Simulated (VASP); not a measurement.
# Si (a cell with a defect) in VASP: further runs

The runs below take Si (a cell with a defect) through single point, with PBE+D3(BJ).

Program: VASP 6.6.1. These are calculated values, not measurements. Logs are shortened: lines on timing, memory, paths and dates and some standing lists are left out, and cuts for length are marked.

## (1) The cell of the first run

The cell holds a defect, 63 atoms: a = 10.860 Å, b = 10.860 Å, c = 10.860 Å, α = 90.00°, β = 90.00°, γ = 90.00°.

## (2) Single point, PBE+D3(BJ)

Input file INCAR:

```
SYSTEM = Si
  ALGO = Normal
  EDIFF = 1E-7
  ENCUT = 520
  GGA = PE
  ISIF = 2
  ISMEAR = 0
  IVDW = 12
  LASPH = .True.
  LCHARG = .False.
  LREAL = Auto
  LWAVE = .False.
  NBANDS = 163
  NELM = 100
  PREC = Accurate
  SIGMA = 0.02
```

Input file KPOINTS:

```
k-points
0
Gamma
  1 1 1
  0 0 0
```

Input file POSCAR:

```
Si
1.0
   10.8600000000      0.0000000000      0.0000000000
    0.0000000000     10.8600000000      0.0000000000
    0.0000000000      0.0000000000     10.8600000000
Si
63
Direct
    0.5001243379     -0.0004758323      0.0003697801
    0.6264429689      0.1238935534      0.1247111948
    0.7539765373      0.2496000679      0.0022300644
    0.8771332759      0.3758295969      0.1294518175
    0.7539865553      0.0014535976      0.2504622887
    0.8771575341      0.1286704226      0.3766977641
    0.0004729776     -0.0004745968      0.0003823313
    0.1238989901      0.1291856119      0.1300123295
    0.2462327681      0.2498435567     -0.0019769653
    0.3726209158      0.3734079938      0.1226897113
    0.5009613894      0.4995239215      0.0003540349
    0.6282364707      0.6259009906      0.1236938058
    0.7539858753      0.7494494627     -0.0015567865
    0.8768996221      0.8696345833      0.1302671390
    0.2462516651     -0.0027848736      0.2506774843
    0.3726212561      0.1218996729      0.3742413526
    0.4954304849      0.2458575518      0.2466712033
    0.6185809309      0.3709514348      0.3717869071
    0.7471711443      0.4977307209      0.2530869785
    0.8705237854      0.5999636859      0.3998070179
    0.5009242880     -0.0004979521      0.5003821353
    0.6282246974      0.1228443319      0.6267208278
    0.7471542463      0.2522736591      0.4985873484
    0.8704688399      0.3990676464      0.6008334946
    0.7540095165     -0.0023716997      0.7502805212
    0.8769589531      0.1294479582      0.8704457410
    0.0000348100      0.4995340955      0.0003534607
    0.1227499287      0.6231189027      0.1297613163
    0.2462535385      0.7492169523      0.0026383975
    0.3738456600      0.8750964912      0.1247730688
    0.0045011117      0.2629025956      0.2637096796
    0.1301132508      0.3956492472      0.3963545004
    0.2531796881      0.5008148004      0.2523792668
    0.3808444814      0.6276400128      0.3722718939
    0.5040486038      0.7527558400      0.2471441461
    0.6282365278      0.8761861967      0.3740078659
    0.0000159718     -0.0004960398      0.5003627413
    0.1227219673      0.1289661292      0.6239139047
    0.2530958524      0.2515983019      0.5015702490
    0.3807977374      0.3714175563      0.6284354630
    0.5000564848      0.4995054154      0.5003563343
    0.6185793420      0.6280962768      0.6288952009
    0.7472030073      0.7467204555      0.5021042776
    0.8771309854      0.8703686293      0.6240318822
    0.2462519148      0.0018782543      0.7500298116
    0.3738705338      0.1239640367      0.8759380387
    0.5040371830      0.2463212378      0.7535489035
    0.6282310338      0.3731784845      0.8769983041
    0.7471663009      0.5013242994      0.7476070920
    0.8771646039      0.6232193541      0.8712294112
   -0.0046527327      0.7349395922      0.2649276104
    0.1227278863      0.8701056348      0.3767579800
    0.1301192961      0.6034533122      0.6043449998
    0.2530921605      0.7474529190      0.4990868460
    0.3725734331      0.8771355765      0.6264602169
   -0.0046694104      0.2641464741      0.7357326110
    0.1227277164      0.3759532282      0.8709199838
    0.2531691090      0.4982727571      0.7483446035
    0.3726702238      0.6256660445      0.8779837061
    0.4954459206      0.7532276633      0.7540089041
    0.6264447995      0.8751876450      0.8759935768
    0.0045159085      0.7361753344      0.7370010095
    0.1239016432      0.8699152265      0.8707037202
```

Potentials or basis: VASP PAW PBE potentials, release 64 (Si).

Started as:

```console
> cat potpaw_PBE.64/Si/POTCAR > POTCAR
> mpirun -np 1 vasp_gam > vasp.out
```

OUTCAR:

```text
SYSTEM = Si
   EDIFF = 1E-7
   ENCUT = 520
   GGA = PE
   ISIF = 2
   ISMEAR = 0
   IVDW = 12
   LASPH = .True.
   LREAL = Auto
   NELM = 100
   PREC = Accurate
 IVDW          = 12

 ion  position               nearest neighbor table
   1  0.500  1.000  0.000-   2 2.35  61 2.35  30 2.35  46 2.35
   2  0.626  0.124  0.125-   1 2.35  17 2.35   3 2.36   5 2.36
   3  0.754  0.250  0.002-  48 2.35  26 2.35   2 2.36   4 2.36
   4  0.877  0.376  0.129-  31 2.35  19 2.36  27 2.36   3 2.36
   5  0.754  0.001  0.250-  36 2.35  14 2.35   2 2.36   6 2.36
   6  0.877  0.129  0.377-  31 2.35  23 2.36  37 2.36   5 2.36
[... 23 lines left out ...]
  30  0.374  0.875  0.125-  35 2.35   1 2.35  29 2.36  15 2.36
  31  0.005  0.263  0.264-   4 2.35   6 2.35   8 2.43  32 2.45
  32  0.130  0.396  0.396-  33 2.35  39 2.35  31 2.45
  33  0.253  0.501  0.252-  34 2.35  32 2.35  28 2.35  10 2.36
  34  0.381  0.628  0.372-  35 2.34  33 2.35  54 2.35  41 2.36
  35  0.504  0.753  0.247-  34 2.34  36 2.35  12 2.35  30 2.35
  36  0.628  0.876  0.374-  35 2.35   5 2.35  43 2.36  21 2.36
  37  0.000  1.000  0.500-  44 2.36   6 2.36  52 2.36  38 2.36
  38  0.123  0.129  0.624-  39 2.35  56 2.35  37 2.36  45 2.36
[... 12 lines left out ...]
  51  0.995  0.735  0.265-  52 2.35  28 2.35  14 2.44  20 2.48
  52  0.123  0.870  0.377-  51 2.35  54 2.35  37 2.36  15 2.36
  53  0.130  0.603  0.604-  54 2.35  58 2.35  62 2.45
  54  0.253  0.747  0.499-  34 2.35  53 2.35  52 2.35  55 2.36
  55  0.373  0.877  0.626-  60 2.35  45 2.35  54 2.36  21 2.36
  56  0.995  0.264  0.736-  38 2.35  57 2.35  26 2.44  24 2.48
  57  0.123  0.376  0.871-  58 2.35  56 2.35  27 2.36   9 2.36
  58  0.253  0.498  0.748-  40 2.35  53 2.35  57 2.35  59 2.36
  59  0.373  0.626  0.878-  60 2.35  29 2.35  58 2.36  11 2.36
  60  0.495  0.753  0.754-  42 2.34  59 2.35  55 2.35  61 2.35
  61  0.626  0.875  0.876-   1 2.35  60 2.35  25 2.36  13 2.36
  62  0.005  0.736  0.737-  50 2.35  44 2.35  63 2.43  53 2.45
  63  0.124  0.870  0.871-  29 2.35  45 2.35   7 2.40  62 2.43

  LATTYP: Found a simple cubic cell.
 ALAT       =    10.8600000000

  Lattice vectors:

 A1 = (  10.8600000000,   0.0000000000,   0.0000000000)
 A2 = (   0.0000000000,  10.8600000000,   0.0000000000)
 A3 = (   0.0000000000,   0.0000000000,  10.8600000000)

Analysis of symmetry for initial positions (statically):
=====================================================================
 Subroutine PRICEL returns:
 Original cell was already a primitive cell.

 Routine SETGRP: Setting up the symmetry group for a
 simple cubic supercell.

 Subroutine GETGRP returns: Found  1 space group operations
 (whereof  1 operations were pure point group operations)
 out of a pool of 48 trial point group operations.

The static configuration has the point symmetry C_1 .

[... 220 lines left out ...]
   PSTRESS=    0.0 pullay stress
   NELECT =     252.0000    total number of electrons
   NUPDOWN=      -1.0000    fix difference up-down
   EMIN   =  10.00;   EMAX   =-10.00  energy-range for DOS
   EFERMI =   0.00;   METHOD = LEGACY
   ISMEAR =     0;   SIGMA  =   0.02  broadening in eV -4-tet -1-fermi 0-gaus
   EFERMI_NEDOS =   21; number of points for ismear=-14 and -15
   IALGO  =     38    algorithm
   IMIX   =      4    mixing-type and parameters
     AMIX     =   0.40;   BMIX     =  1.00
     AMIX_MAG =   1.60;   BMIX_MAG =  1.00
  volume/ion in A,a.u.               =      20.33       137.20
  Fermi-wavevector in a.u.,A,eV,Ry     =   0.952164  1.799329 12.335269  0.906617
  Thomas-Fermi vector in A             =   2.080702
   LORBIT       =      0    0 simple, 1 ext, 2 COOP (PROOUT), +10 PAW based schemes
   GGA     = PE    functional components
   LHFCALC =     F    Hartree Fock is set to
   AEXX    =    0.0000 exact exchange contribution
   IVDW    =    12    specifies the selected vdW correction
   LEPSILON=     F    determine dielectric tensor
   LRPA    =     F    only Hartree local field effects (RPA)
 non-spin polarized calculation
 Gauss-broadening in eV      SIGMA  =   0.02
  energy-cutoff  :      520.00
  volume of cell :     1280.82
 maximum number of plane-waves:     17229
 NGX is ok and might be reduce to    84
   NGX = 41   NGY = 41   NGZ = 41

 number of electron     252.0000004 magnetization

 Free energy of the ion-electron system (eV)
  ---------------------------------------------------
  ext. energy  EPLUGINS =         0.00000000
  ---------------------------------------------------
  free energy    TOTEN  =      -332.05053898 eV

  energy without entropy =     -332.05053898  energy(sigma->0) =     -332.05053898

 E-fermi :   6.1375     XC(G=0):  -9.3406

 val. band max:        6.0416117729   @ k =   0.0000   0.0000   0.0000
 cond. band min:       6.3521216659   @ k =   0.0000   0.0000   0.0000
 fundamental gap:      0.3105098930
 Fermi energy:         6.1375498381

 k-point     1 :       0.0000    0.0000    0.0000
  band No.  band energies     occupation
      1      -6.1724      2.00000
      2      -5.1264      2.00000
      3      -5.1234      2.00000
      4      -5.1033      2.00000
      5      -5.0978      2.00000
      6      -5.0950      2.00000
[... 130 lines left out ...]
    137       6.9372      0.00000
    138       6.9388      0.00000
 [bands above 138 left out]

------------------------ aborting loop because EDIFF is reached ----------------------------------------

 Edisp (eV)  -19.96175

 E6    (eV) :   -11.6874

 E8    (eV) :    -8.2743

  FORCE on cell =-STRESS in cart. coord.  units (eV):
  Direction    XX          YY          ZZ          XY          YZ          ZX
  --------------------------------------------------------------------------------------
  -------------------------------------------------------------------------------------
  Total       3.76902   -13.12731   -13.11961     0.01266     0.41256    -0.00249
  in kB       4.71465   -16.42090   -16.41127     0.01583     0.51607    -0.00311
  external pressure =       -9.37 kB  Pullay stress =        0.00 kB

 VOLUME and BASIS-vectors are now :
 -----------------------------------------------------------------------------
  energy-cutoff  :      520.00
  volume of cell :     1280.82
      direct lattice vectors                 reciprocal lattice vectors
    10.860000000  0.000000000  0.000000000     0.092081031  0.000000000  0.000000000
     0.000000000 10.860000000  0.000000000     0.000000000  0.092081031  0.000000000
     0.000000000  0.000000000 10.860000000     0.000000000  0.000000000  0.092081031

 POSITION                                       TOTAL-FORCE (eV/Angst)
 -----------------------------------------------------------------------------------
      5.43135     10.85483      0.00402         0.001723     -0.002108      0.000533
      6.80317      1.34548      1.35436        -0.002907     -0.002377     -0.001978
      8.18819      2.71066      0.02422         0.004644      0.002397      0.000379
      9.52567      4.08151      1.40585         0.001134      0.002443     -0.000479
      8.18829      0.01579      2.72002         0.004366      0.002583      0.002020
      9.52593      1.39736      4.09094        -0.000358     -0.002979      0.000961
[... 55 lines left out ...]
      0.04904      7.99486      8.00383        -0.008598      0.006951      0.008040
      1.34557      9.44728      9.45584         0.000110      0.001125      0.002879
 -----------------------------------------------------------------------------------
    total drift:                                0.002588     -0.013582      0.006295

  FREE ENERGIE OF THE ION-ELECTRON SYSTEM (eV)
  ---------------------------------------------------
  free  energy   TOTEN  =      -352.0122855310 eV

  energy  without entropy=     -352.0122855310  energy(sigma->0) =     -352.01228553
```

Run time: 8.8 min. Hardware: 1 thread of Intel Xeon Platinum 8488C (Sapphire Rapids), shared host; peak memory 0.99 GiB.

Results:

- Free energy: -352.0123 eV
- Pressure: -0.9 GPa
- Largest force: 0.039 eV/Å
- Dispersion energy per atom: -0.317 eV

Forces on the atoms (eV/Å):
```
Si   0.002 -0.002  0.001
Si  -0.003 -0.002 -0.002
Si   0.005  0.002  0.000
Si   0.001  0.002  0.000
Si   0.004  0.003  0.002
Si   0.000 -0.003  0.001
Si   0.000  0.000  0.000
Si   0.000 -0.003 -0.002
Si  -0.003 -0.002 -0.001
Si   0.001 -0.001  0.007
Si  -0.002  0.001  0.000
Si  -0.009  0.003  0.000
Si   0.004 -0.002 -0.003
Si  -0.005  0.001 -0.002
Si  -0.001  0.000 -0.001
Si   0.001  0.006 -0.003
Si   0.007  0.001  0.000
Si  -0.002  0.005  0.004
Si  -0.006 -0.016 -0.006
Si   0.009  0.029 -0.024
Si  -0.002  0.000 -0.002
Si  -0.010  0.002  0.002
Si  -0.005 -0.005 -0.016
Si   0.008 -0.027  0.026
Si   0.005 -0.001 -0.003
Si  -0.004 -0.002  0.000
Si   0.000 -0.004  0.001
Si   0.004 -0.006 -0.004
Si  -0.001  0.001  0.002
Si  -0.003  0.001  0.000
Si  -0.009 -0.008 -0.007
Si  -0.002 -0.006  0.000
Si   0.008  0.014 -0.006
Si   0.000 -0.003  0.002
Si   0.005 -0.001 -0.001
Si  -0.008  0.001 -0.004
Si   0.001 -0.002  0.001
Si   0.003 -0.006 -0.007
Si   0.009 -0.005  0.014
Si   0.000  0.002 -0.001
Si  -0.001 -0.002  0.001
Si  -0.001 -0.007 -0.003
Si  -0.005  0.006  0.014
Si   0.001  0.002 -0.002
Si  -0.003  0.001  0.002
Si   0.000  0.000  0.000
Si   0.005  0.001  0.000
Si  -0.010 -0.002 -0.001
Si  -0.005  0.018  0.005
Si  -0.001 -0.001  0.003
Si  -0.001 -0.001 -0.001
Si   0.003  0.004  0.008
Si  -0.001  0.003  0.002
Si   0.011  0.006 -0.014
Si   0.001 -0.003  0.003
Si  -0.001  0.000  0.001
Si   0.003  0.007  0.005
Si   0.008 -0.014  0.003
Si   0.000  0.003 -0.006
Si   0.007  0.000 -0.002
Si  -0.003  0.002  0.002
Si  -0.009  0.007  0.008
Si   0.000  0.001  0.003
```

Stress tensor (GPa, compression positive):
```
 0.47  0.00  0.00
 0.00 -1.64  0.05
 0.00  0.05 -1.64
```

Levels at points of the mesh, in eV from the Fermi level:
```tsv
k point	band 123	band 124	band 125	band 126	band 127	band 128	band 129	band 130
(0.00, 0.00, 0.00)	-0.86	-0.70	-0.69	-0.10	0.21	0.22	0.24	0.31
```

Caveat: the k points lie up to 0.58 Å⁻¹ apart.

## (3) Single point, PBE+D3(BJ)

Input file INCAR:

```
SYSTEM = Si
PREC = Accurate
ENCUT = 520
EDIFF = 1E-7
ISMEAR = 0
SIGMA = 0.02
LREAL = Auto
LASPH = .True.
NELM = 80
ALGO = Normal
ISIF = 2
LWAVE = .False.
LCHARG = .False.
GGA = PE
IVDW = 12
NBANDS = 163
```

Input file KPOINTS:

```
Automatic mesh
0
Gamma
  1 1 1
  0 0 0
```

Input file POSCAR:

```
Si
1.0
   10.8600000000      0.0000000000      0.0000000000
    0.0000000000     10.8600000000      0.0000000000
    0.0000000000      0.0000000000     10.8600000000
Si
63
Direct
    0.5001243094     -0.0004758748      0.0003697974
    0.6264430018      0.1238935543      0.1247112339
    0.7539765193      0.2496000921      0.0022300184
    0.8771332413      0.3758295580      0.1294518416
    0.7539865562      0.0014535912      0.2504622468
    0.8771575506      0.1286704420      0.3766977901
    0.0004730203     -0.0004745856      0.0003823204
    0.1238989871      0.1291856354      0.1300123389
    0.2462327808      0.2498435543     -0.0019769797
    0.3726209024      0.3734080110      0.1226896869
    0.5009614180      0.4995239411      0.0003540516
    0.6282364641      0.6259010129      0.1236938306
    0.7539859116      0.7494494475     -0.0015568140
    0.8768996317      0.8696346225      0.1302671271
    0.2462516575     -0.0027848987      0.2506774401
    0.3726212707      0.1218996317      0.3742413444
    0.4954304788      0.2458575506      0.2466711786
    0.6185809392      0.3709514733      0.3717869245
    0.7471711786      0.4977307551      0.2530870166
    0.8705237569      0.5999637201      0.3998069982
    0.5009243094     -0.0004979742      0.5003821363
    0.6282246777      0.1228442910      0.6267208103
    0.7471542357      0.2522736648      0.4985873849
    0.8704688766      0.3990676796      0.6008335175
    0.7540094843     -0.0023717311      0.7502804788
    0.8769589319      0.1294479742      0.8704457643
    0.0000348066      0.4995340700      0.0003534991
    0.1227499079      0.6231188766      0.1297613260
    0.2462534991      0.7492169429      0.0026383978
    0.3738456722      0.8750965009      0.1247731123
    0.0045011050      0.2629025783      0.2637096685
    0.1301132597      0.3956492634      0.3963545120
    0.2531796501      0.5008148250      0.2523792818
    0.3808444751      0.6276400552      0.3722719153
    0.5040486188      0.7527558011      0.2471441068
    0.6282365562      0.8761861878      0.3740078269
    0.0000159300     -0.0004960405      0.5003627072
    0.1227220074      0.1289661142      0.6239139042
    0.2530958564      0.2515983425      0.5015702578
    0.3807976980      0.3714175875      0.6284354512
    0.5000564457      0.4995054328      0.5003563536
    0.6185793738      0.6280963168      0.6288952118
    0.7472030387      0.7467204420      0.5021042357
    0.8771310313      0.8703686004      0.6240318600
    0.2462519337      0.0018782689      0.7500298343
    0.3738705341      0.1239639963      0.8759380295
    0.5040372007      0.2463212707      0.7535488950
    0.6282310313      0.3731784530      0.8769983425
    0.7471662983      0.5013243094      0.7476070902
    0.8771646409      0.6232193370      0.8712293738
   -0.0046527624      0.7349395948      0.2649276243
    0.1227279006      0.8701056169      0.3767580110
    0.1301193370      0.6034533149      0.6043450276
    0.2530921731      0.7474529466      0.4990868324
    0.3725733886      0.8771355433      0.6264602210
   -0.0046694291      0.2641465009      0.7357325967
    0.1227277164      0.3759532228      0.8709199816
    0.2531691529      0.4982727440      0.7483445672
    0.3726702578      0.6256660221      0.8779837017
    0.4954459484      0.7532276243      0.7540089319
    0.6264448435      0.8751876611      0.8759935543
    0.0045159300      0.7361753223      0.7370010129
    0.1239016575      0.8699151934      0.8707036832
```

Potentials or basis: VASP PAW PBE potentials, release 64 (Si).

Started as:

```console
> cat potpaw_PBE.64/Si/POTCAR > POTCAR
> mpirun -np 1 vasp_gam > vasp.out
```

Wall time 11 min (1 thread of Intel Xeon Platinum 8488C (Sapphire Rapids), shared host); peak memory 0.99 GiB.

Results (log left out):

* Free energy: -352.0123 eV
* Pressure: -0.9 GPa
* Largest force: 0.039 eV/Å
* Dispersion energy per atom: -0.317 eV

Forces on the atoms (eV/Å):
```
Si   0.002 -0.002  0.001
Si  -0.003 -0.002 -0.002
Si   0.005  0.002  0.000
Si   0.001  0.002  0.000
Si   0.004  0.003  0.002
Si   0.000 -0.003  0.001
Si   0.000  0.000  0.000
Si   0.000 -0.003 -0.002
Si  -0.003 -0.002 -0.001
Si   0.001 -0.001  0.007
Si  -0.002  0.001  0.000
Si  -0.009  0.003  0.000
Si   0.004 -0.002 -0.003
Si  -0.005  0.001 -0.002
Si  -0.001  0.000 -0.001
Si   0.001  0.006 -0.003
Si   0.007  0.001  0.000
Si  -0.002  0.005  0.004
Si  -0.006 -0.016 -0.006
Si   0.009  0.029 -0.024
Si  -0.002  0.000 -0.002
Si  -0.010  0.002  0.002
Si  -0.005 -0.005 -0.016
Si   0.008 -0.027  0.026
Si   0.005 -0.001 -0.003
Si  -0.004 -0.002  0.000
Si   0.000 -0.004  0.001
Si   0.004 -0.006 -0.004
Si  -0.001  0.001  0.002
Si  -0.003  0.001  0.000
Si  -0.009 -0.008 -0.007
Si  -0.002 -0.006  0.000
Si   0.008  0.014 -0.006
Si   0.000 -0.003  0.002
Si   0.005 -0.001 -0.001
Si  -0.008  0.001 -0.004
Si   0.001 -0.002  0.001
Si   0.003 -0.006 -0.007
Si   0.009 -0.005  0.014
Si   0.000  0.002 -0.001
Si  -0.001 -0.002  0.001
Si  -0.001 -0.007 -0.003
Si  -0.005  0.006  0.014
Si   0.001  0.002 -0.002
Si  -0.003  0.001  0.002
Si   0.000  0.000  0.000
Si   0.005  0.001  0.000
Si  -0.010 -0.002 -0.001
Si  -0.005  0.018  0.005
Si  -0.001 -0.001  0.003
Si  -0.001 -0.001 -0.001
Si   0.003  0.004  0.008
Si  -0.001  0.003  0.002
Si   0.011  0.006 -0.014
Si   0.001 -0.003  0.003
Si  -0.001  0.000  0.001
Si   0.003  0.007  0.005
Si   0.008 -0.014  0.003
Si   0.000  0.003 -0.006
Si   0.007  0.000 -0.002
Si  -0.003  0.002  0.002
Si  -0.009  0.007  0.008
Si   0.000  0.001  0.003
```

Stress tensor (GPa, compression positive):
```
 0.47  0.00  0.00
 0.00 -1.64  0.05
 0.00  0.05 -1.64
```

Levels at points of the mesh, in eV from the Fermi level:
| k point | band 124 | band 125 | band 126 | band 127 | band 128 | band 129 |
| --- | --- | --- | --- | --- | --- | --- |
| (0.00, 0.00, 0.00) | -0.70 | -0.69 | -0.10 | 0.21 | 0.22 | 0.24 |

Caveat: the k points lie up to 0.58 Å⁻¹ apart.
